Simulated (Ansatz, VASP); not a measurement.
Ag: VASP beside Ansatz

```
Ag
1.0
     0.00000    2.04275    2.04275
     2.04275    0.00000    2.04275
     2.04275    2.04275    0.00000
Ag
1
Cartesian
  0.0000 0.0000 0.0000
```

Alike in both runs: functional PBE; k mesh 8 × 8 × 8; occupations fermi-dirac, width 0.05 eV; non-collinear spin, spin-orbit coupling.

|  | VASP | Ansatz |
| --- | --- | --- |
| version | VASP 6.6.1 | Ansatz 0.2.0 |
| potentials or method | VASP PAW PBE potentials, release 64 (Ag), cutoff 520 eV | all-electron LAPW, relativistic spinors |
| task | single point | band structure |

|  | VASP | Ansatz | Ansatz less VASP |
| --- | --- | --- | --- |
| pressure (GPa) | 5.0 | 5.1 | +0.12 |
| net moment per atom (μB) | 0.00 | 0.00 | 0.000 |

Ansatz ran all-electron here, and VASP with PAW potentials.

Noted on Ansatz's run: the k mesh is thin for a metal, which can move the energy by tens of meV per atom.
